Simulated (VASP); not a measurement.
# GaAgS2 (I-42d) in VASP: single point with r2SCAN

Aim: the single point of GaAgS2 with r2SCAN.

Everything below comes from runs of VASP 6.6.1. Logs are shortened: lines on timing, memory, paths and dates and some standing lists are left out, and cuts for length are marked.

### Step 1. The cell of the first run

The structure is tetragonal, space group I-42d (No. 122). The conventional cell has a = 5.721 Å, b = 5.721 Å, c = 10.220 Å, α = 90.00°, β = 90.00°, γ = 90.00°. Within 3.3 Å of Ag (site symmetry -4) lie 4 S at 2.50 Å. Ga (site symmetry -4) has 4 S at 2.29 Å within 3.0 Å. S (site symmetry 2) has 2 Ga at 2.29 Å and 2 Ag at 2.50 Å within 3.0 Å.

### Step 2. Single point, r2SCAN

The input, POSCAR:

```
GaAgS2
1.0
    0.0000000000      5.7205000000      0.0000000000
    5.7205000000      0.0000000000      0.0000000000
    2.8602500000      2.8602500000     -5.1099010000
Ag Ga S
2 2 4
Direct
    0.0000000000      0.0000000000      0.0000000000
    0.7500000000      0.2500000000      0.5000000000
    0.5000000000      0.5000000000      0.0000000000
    0.2500000000      0.7500000000      0.5000000000
    0.3750000000      0.4050000000      0.7500000000
    0.5950000000      0.1250000000      0.2500000000
    0.8750000000      0.8450000000      0.7500000000
    0.1550000000      0.6250000000      0.2500000000
```

The input, INCAR.step1:

```
PREC = Accurate
ENCUT = 550
ISMEAR = -1
SIGMA = 0.1
LREAL = F
LASPH = T
NELM = 120
NBANDS = 46
GGA = PE
ALGO = Normal
EDIFF = 1E-5
LWAVE = T
LCHARG = F
GGA_COMPAT = F
```

The input, INCAR.step2:

```
PREC = Accurate
ENCUT = 550
EDIFF = 1E-6
ISMEAR = -1
SIGMA = 0.1
LREAL = F
LASPH = T
NELM = 120
ALGO = Normal
ISIF = 2
LWAVE = F
LCHARG = T
METAGGA = R2SCAN
LMIXTAU = T
LELF = T
LVHAR = T
NBANDS = 46
ISTART = 1
GGA_COMPAT = F
```

The input, KPOINTS:

```
regular mesh
0
Gamma
  6 6 6
```

Potentials or basis: VASP PAW PBE potentials, release 64 (Ag, Ga_d, S).

On the command line:

```
> cat potpaw_PBE.64/Ag/POTCAR potpaw_PBE.64/Ga_d/POTCAR potpaw_PBE.64/S/POTCAR > POTCAR
> cp INCAR.step1 INCAR
> mpirun -np 1 vasp_std > vasp.out
> cp INCAR.step2 INCAR
> mpirun -np 1 vasp_std > vasp.out
```

OUTCAR:

```text
PREC = Accurate
   ENCUT = 550
   EDIFF = 1E-6
   ISMEAR = -1
   LREAL = F
   LASPH = T
   NELM = 120
   ISIF = 2
   METAGGA = R2SCAN
   ISTART = 1

 ion  position               nearest neighbor table
   1  0.000  0.000  0.000-   5 2.50   6 2.50   7 2.50   8 2.50
   2  0.750  0.250  0.500-   5 2.50   6 2.50   7 2.50   8 2.50
   3  0.500  0.500  0.000-   5 2.29   6 2.29   7 2.29   8 2.29
   4  0.250  0.750  0.500-   5 2.29   6 2.29   7 2.29   8 2.29
   5  0.375  0.405  0.750-   3 2.29   4 2.29   1 2.50   2 2.50
   6  0.595  0.125  0.250-   3 2.29   4 2.29   1 2.50   2 2.50
   7  0.875  0.845  0.750-   3 2.29   4 2.29   1 2.50   2 2.50
   8  0.155  0.625  0.250-   3 2.29   4 2.29   1 2.50   2 2.50

  LATTYP: Found a body centered tetragonal cell.
 ALAT       =     5.7205000000
 C/A-ratio  =     1.7865225068

  Lattice vectors:

 A1 = (  -2.8602500000,   2.8602500000,   5.1099010000)
 A2 = (   2.8602500000,  -2.8602500000,   5.1099010000)
 A3 = (   2.8602500000,   2.8602500000,  -5.1099010000)

Analysis of symmetry for initial positions (statically):
=====================================================================
 Subroutine PRICEL returns:
 Original cell was already a primitive cell.

 Routine SETGRP: Setting up the symmetry group for a
 body centered tetragonal supercell.

 Subroutine GETGRP returns: Found  8 space group operations
 (whereof  4 operations were pure point group operations)
 out of a pool of 16 trial point group operations.

The static configuration has the point symmetry S_4 .
 The point group associated with its full space group is D_2d.

Analysis of symmetry for dynamics (positions and initial velocities):
=====================================================================
 Subroutine PRICEL returns:
 Original cell was already a primitive cell.

 Routine SETGRP: Setting up the symmetry group for a
 body centered tetragonal supercell.

 Subroutine GETGRP returns: Found  8 space group operations
 (whereof  4 operations were pure point group operations)
 out of a pool of 16 trial point group operations.

The dynamic configuration has the point symmetry S_4 .
 The point group associated with its full space group is D_2d.

 Subroutine INISYM returns: Found  8 space group operations
 (whereof  4 operations are pure point group operations),
 and found     1 'primitive' translations

----------------------------------------------------------------------------------------

                                     Primitive cell

  volume of cell :     167.2170

  direct lattice vectors                    reciprocal lattice vectors
     0.000000000  5.720500000  0.000000000     0.000000000  0.174809894  0.097849254
     5.720500000  0.000000000  0.000000000     0.174809894  0.000000000  0.097849254
     2.860250000  2.860250000 -5.109901000     0.000000000  0.000000000 -0.195698508

  length of vectors
     5.720500000  5.720500000  6.517142653     0.200332163  0.200332163  0.195698508

  position of ions in fractional coordinates (direct lattice)
     0.000000000  0.000000000  0.000000000
     0.750000000  0.250000000  0.500000000
     0.500000000  0.500000000  0.000000000
     0.250000000  0.750000000  0.500000000
     0.375000000  0.405000000  0.750000000
     0.595000000  0.125000000  0.250000000
     0.875000000  0.845000000  0.750000000
     0.155000000  0.625000000  0.250000000

  ion indices of the primitive-cell ions
   primitive index   ion index
                 1           1
                 2           2
                 3           3
                 4           4
                 5           5
                 6           6
                 7           7
                 8           8

----------------------------------------------------------------------------------------

 KPOINTS: regular mesh

Automatic generation of k-mesh.
 Grid dimensions read from file:
 generate k-points for:    6    6    6

 Generating k-lattice:

  Cartesian coordinates                     Fractional coordinates (reciprocal lattice)
     0.000000000  0.029134982  0.016308209     0.166666667  0.000000000  0.000000000
     0.029134982  0.000000000  0.016308209     0.000000000  0.166666667  0.000000000
     0.000000000  0.000000000 -0.032616418     0.000000000  0.000000000  0.166666667

  Length of vectors
     0.033388694  0.033388694  0.032616418

  Shift w.r.t. Gamma in fractional coordinates (k-lattice)
     0.000000000  0.000000000  0.000000000

 Subroutine IBZKPT returns following result:
 ===========================================

 Found     30 irreducible k-points:

 Following reciprocal coordinates:
            Coordinates               Weight
  0.000000  0.000000  0.000000      1.000000
  0.166667  0.000000  0.000000      8.000000
  0.333333  0.000000  0.000000      8.000000
  0.500000  0.000000  0.000000      4.000000
  0.166667  0.166667  0.000000      8.000000
  0.333333  0.166667  0.000000     16.000000
[... 16 lines left out ...]
 -0.333333 -0.333333  0.166667      4.000000
 -0.166667 -0.333333  0.166667     16.000000
 [... further k-points ...]
   k-points           NKPTS =     30   k-points in BZ     NKDIM =     30   number of bands    NBANDS=     46
   number of dos      NEDOS =    301   number of ions     NIONS =      8
   total plane-waves  NPLWV = 115200
   dimension x,y,z NGX =    48 NGY =   48 NGZ =   50
   dimension x,y,z NGXF=    96 NGYF=   96 NGZF=  100
   ions per type =               2   2   4
   NGX,Y,Z   is equivalent  to a cutoff of  13.95, 13.95, 12.75 a.u.
   NGXF,Y,Z  is equivalent  to a cutoff of  27.90, 27.90, 25.51 a.u.
 SYSTEM =  unknown system
   PREC   = accura    normal or accurate (medium, high low for compatibility)
   ISTART =      1    job   : 0-new  1-cont  2-samecut
   ICHARG =      0    charge: 1-file 2-atom 10-const
   ISPIN  =      1    spin polarized calculation?
   LNONCOLLINEAR =      F non collinear calculations
   LSORBIT =      F    spin-orbit coupling
   LASPH  =      T    aspherical Exc in radial PAW
   ENCUT  =  550.0 eV  40.42 Ry    6.36 a.u.  10.94 10.94 12.46*2*pi/ulx,y,z
   NELM   =    120;   NELMIN=  2; NELMDL=  0     # of ELM steps
   EDIFF  = 0.1E-05   stopping-criterion for ELM
   LREAL  =      F    real-space projection
   EDIFFG = 0.1E-04   stopping-criterion for IOM
   NSW    =      0    number of steps for IOM
   IBRION =     -1    ionic relax: 0-MD 1-quasi-New 2-CG
   NFREE  =      0    steps in history (QN), initial steepest desc. (CG)
   ISIF   =      2    stress and relaxation
   ISYM   =      2    0-nonsym 1-usesym 2-fastsym
   POTIM  = 0.5000    time-step for ionic-motion
   TEBEG  =    0.0;   TEEND  =   0.0 temperature during run
   PSTRESS=    0.0 pullay stress
   NELECT =      72.0000    total number of electrons
   NUPDOWN=      -1.0000    fix difference up-down
   EMIN   =  10.00;   EMAX   =-10.00  energy-range for DOS
   EFERMI =   0.00;   METHOD = LEGACY
   ISMEAR =    -1;   SIGMA  =   0.10  broadening in eV -4-tet -1-fermi 0-gaus
   EFERMI_NEDOS =   21; number of points for ismear=-14 and -15
   IALGO  =     38    algorithm
   IMIX   =      4    mixing-type and parameters
     AMIX     =   0.40;   BMIX     =  1.00
     AMIX_MAG =   1.60;   BMIX_MAG =  1.00
  volume/ion in A,a.u.               =      20.90       141.05
  Fermi-wavevector in a.u.,A,eV,Ry     =   1.236210  2.336098 20.792622  1.528215
  Thomas-Fermi vector in A             =   2.370828
   LORBIT       =      0    0 simple, 1 ext, 2 COOP (PROOUT), +10 PAW based schemes
   METAGGA = R2SCAN    functional components
   LHFCALC =     F    Hartree Fock is set to
   AEXX    =    0.0000 exact exchange contribution
   IVDW    =     0    specifies the selected vdW correction
   LEPSILON=     F    determine dielectric tensor
   LRPA    =     F    only Hartree local field effects (RPA)
 non-spin polarized calculation
  energy-cutoff  :      550.00
  volume of cell :      167.22
 maximum number of plane-waves:      4924
 NGX is ok and might be reduce to    48
   NGX = 21   NGY = 21   NGZ = 25

 number of electron      72.0000004 magnetization

 Free energy of the ion-electron system (eV)
  ---------------------------------------------------
  ext. energy  EPLUGINS =         0.00000000
  ---------------------------------------------------
  free energy    TOTEN  =      -102.60816195 eV

  energy without entropy =     -102.60812297  energy(sigma->0) =     -102.60814246

 E-fermi :   5.0459     XC(G=0): -10.4616

 val. band max:        4.1850330628   @ k =   0.0000   0.0000   0.0000
 cond. band min:       5.6586789468   @ k =   0.0000   0.0000   0.0000
 fundamental gap:      1.4736458840
 Fermi energy:         5.0458991302

 k-point     1 :       0.0000    0.0000    0.0000
  band No.  band energies     occupation
      1     -11.4109      2.00000
      2     -11.4014      2.00000
      3     -11.4014      2.00000
      4     -11.1796      2.00000
      5     -11.1593      2.00000
      6     -11.1593      2.00000
[... 38 lines left out ...]
     45      10.2234      0.00000
     46      10.4160      0.00000

 k-point     2 :       0.1667    0.0000    0.0000
  band No.  band energies     occupation
      1     -11.4113      2.00000
      2     -11.4031      2.00000
      3     -11.3964      2.00000
      4     -11.1944      2.00000
      5     -11.1702      2.00000
      6     -11.1578      2.00000
[... 38 lines left out ...]
     45      10.4607      0.00000
     46      10.6850      0.00000

 k-point     3 :       0.3333    0.0000    0.0000
  band No.  band energies     occupation
      1     -11.4133      2.00000
      2     -11.4076      2.00000
      3     -11.3806      2.00000
      4     -11.2357      2.00000
      5     -11.1741      2.00000
      6     -11.1555      2.00000
[... 1018 lines left out ...]
     45      10.9264      0.00000
     46      10.9265      0.00000

 k-point    24 :      -0.1667   -0.3333    0.1667
  band No.  band energies     occupation
      1     -11.4160      2.00000
      2     -11.4088      2.00000
      3     -11.3484      2.00000
      4     -11.2946      2.00000
      5     -11.1653      2.00000
      6     -11.1562      2.00000
[... 38 lines left out ...]
     45      10.9271      0.00000
     46      11.0906      0.00000

 [... further k-points ...]

------------------------ aborting loop because EDIFF is reached ----------------------------------------

  FORCE on cell =-STRESS in cart. coord.  units (eV):
  Direction    XX          YY          ZZ          XY          YZ          ZX
  --------------------------------------------------------------------------------------
  -------------------------------------------------------------------------------------
  Total        1.4860281      1.4860281      1.9676637      0.0000000      0.0000000      0.0000000
  in kB       14.2382675     14.2382675     18.8530224      0.0000000      0.0000000      0.0000000
  external PRESSURE =      15.7765191 kB  Pullay stress =       0.0000000 kB

 VOLUME and BASIS-vectors are now :
 -----------------------------------------------------------------------------
  energy-cutoff  :      550.00
  volume of cell :      167.22
      direct lattice vectors                 reciprocal lattice vectors
     0.000000000  5.720500000  0.000000000     0.000000000  0.174809894  0.097849254
     5.720500000  0.000000000  0.000000000     0.174809894  0.000000000  0.097849254
     2.860250000  2.860250000 -5.109901000     0.000000000  0.000000000 -0.195698508

 POSITION                                       TOTAL-FORCE (eV/Angst)
 -----------------------------------------------------------------------------------
      0.00000      0.00000      0.00000         0.000000     -0.000000      0.000000
      2.86025      5.72050     -2.55495         0.000000     -0.000000      0.000000
      2.86025      2.86025      0.00000         0.000000      0.000000      0.000000
      5.72050      2.86025     -2.55495        -0.000000     -0.000000      0.000000
      4.46199      4.29038     -3.83243         0.462426     -0.000000     -0.000000
      1.43013      4.11876     -1.27748         0.000000     -0.462426     -0.000000
      6.97901      7.15062     -3.83243        -0.462426     -0.000000      0.000000
      4.29038      1.60174     -1.27748         0.000000      0.462426      0.000000
 -----------------------------------------------------------------------------------
    total drift:                                0.000114      0.000114      0.000021

  FREE ENERGIE OF THE ION-ELECTRON SYSTEM (eV)
  ---------------------------------------------------
  free  energy   TOTEN  =      -102.6081619533 eV

  energy  without entropy=     -102.6081229705  energy(sigma->0) =     -102.60814246
```

It took 34 min on 1 thread of Intel Xeon 8259CL, shared host; peak memory 0.51 GiB.

What came out:

- Free energy: -102.6082 eV
- Pressure: 1.6 GPa
- Largest force: 0.462 eV/Å
- Band gap on the k mesh: 1.47 eV

Forces on the atoms (eV/Å):
```
Ag   0.000  0.000  0.000
Ag   0.000  0.000  0.000
Ga   0.000  0.000  0.000
Ga   0.000  0.000  0.000
S    0.462  0.000  0.000
S    0.000 -0.462  0.000
S   -0.462  0.000  0.000
S    0.000  0.462  0.000
```

Caveat: the PAW data sets were made with another functional, which shifts forces and pressure a little. r2SCAN opens gaps a little over a GGA but as a rule still falls short of measured ones.
